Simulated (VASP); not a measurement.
## As2Se: single point with PBEsol

The system is As2Se.

```
As Se
1.0
    -3.52942    3.52942    2.65357
     3.52942   -3.52942    2.65357
     3.52942    3.52942   -2.65357
As Se
4 2
Direct
  0.87500 0.12500 0.75000
  0.37500 0.12500 0.25000
  0.87500 0.62500 0.75000
  0.87500 0.12500 0.25000
  0.50000 0.50000 0.00000
  0.25000 0.75000 0.50000
```

```yaml
Program: VASP 6.6.1
Task: single point
Functional: PBEsol
Potentials_or_basis: VASP PAW PBE potentials, release 64 (As, Se)
Cutoff: 520 eV
k_mesh: 8 × 8 × 8
Occupations: methfessel-paxton, width 0.01 eV
Spin: no spin polarisation
```

```yaml
Pressure: -3.3 GPa
Band_gap_on_the_k_mesh: zero (band 16 reaches 4.91 eV, above the bottom of band 17 at 4.51 eV)
```

Stress tensor (GPa, compression positive):
```
-3.01  0.00  0.00
 0.00 -3.01  0.00
 0.00  0.00 -3.93
```

Levels at points of the mesh, in eV from the Fermi level:
| k point | band 12 | band 13 | band 14 | band 15 | band 16 | band 17 | band 18 | band 19 | band 20 | band 21 |
| --- | --- | --- | --- | --- | --- | --- | --- | --- | --- | --- |
| (0.00, 0.00, 0.00) | -2.84 | -2.84 | -2.68 | -2.68 | -1.06 | 2.31 | 3.01 | 3.01 | 3.41 | 3.93 |
| (0.50, 0.00, 0.00) | -2.46 | -1.76 | -1.41 | -0.46 | -0.03 | 0.18 | 0.46 | 1.46 | 2.57 | 2.96 |
| (0.50, 0.50, 0.00) | -2.23 | -1.34 | -1.34 | -1.15 | -1.15 | -0.06 | -0.06 | 1.84 | 1.84 | 3.76 |
| (0.50, 0.50, 0.50) | -2.46 | -0.66 | -0.66 | -0.31 | -0.31 | 0.27 | 0.27 | 0.46 | 0.46 | 2.60 |

Wall time 67 s on 1 thread of Intel(R) Xeon(R) 6975P-C (Granite Rapids), with other jobs on the host, peak memory 0.35 GiB.

Caveat: the PAW data sets were made with another functional, which shifts forces and pressure a little.
